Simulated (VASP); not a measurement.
The system is Au.

```xyz
1
Lattice="-1.6573 1.6573 1.6573 1.6573 -1.6573 1.6573 1.6573 1.6573 -1.6573" Properties=species:S:1:pos:R:3 pbc="T T T"
Au    0.0000    0.0000    0.0000
```

| Quantity | Value |
| --- | --- |
| Program | VASP 6.6.1 |
| Task | relaxation of cell and atoms |
| Functional | BLYP |
| Potentials or basis | VASP PAW PBE potentials, release 64 (Au_sv_GW) |
| Cutoff | 500 eV |
| k mesh | 11 × 11 × 11 |
| Occupations | fermi-dirac, width 0.05 eV |
| Spin | no spin polarisation |

At the start: pressure 8.1 GPa; volume 18.21 Å³/atom.

Q: Where does the relaxation end?

A: Over 4 steps the energy falls by 25.1 meV/atom and the volume is 19.26 Å³/atom (+5.8 %); space group Im-3m (No. 229, to 0.05 Å).

The path:
| step | energy change (eV) | largest force (eV/Å) | pressure (GPa) | volume (Å³) |
| --- | --- | --- | --- | --- |
| 1 | 0.0000 | 0.0000 | 8.08 | 18.21 |
| 2 | 0.0116 | 0.0000 | -7.37 | 20.74 |
| 3 | -0.0251 | 0.0000 | -0.13 | 19.28 |
| 4 | -0.0251 | 0.0000 | 0.00 | 19.26 |

Final structure:
```cif
data_structure
_symmetry_space_group_name_H-M 'P 1'
_symmetry_Int_Tables_number 1
_cell_length_a 2.9248
_cell_length_b 2.9248
_cell_length_c 2.9248
_cell_angle_alpha 109.471
_cell_angle_beta 109.471
_cell_angle_gamma 109.471
_cell_volume 19.26
loop_
_atom_site_label
_atom_site_type_symbol
_atom_site_fract_x
_atom_site_fract_y
_atom_site_fract_z
_atom_site_occupancy
Au1 Au 0.00000 0.00000 0.00000 1
```

Caveat: the PAW data sets were made with another functional, which shifts forces and pressure a little.
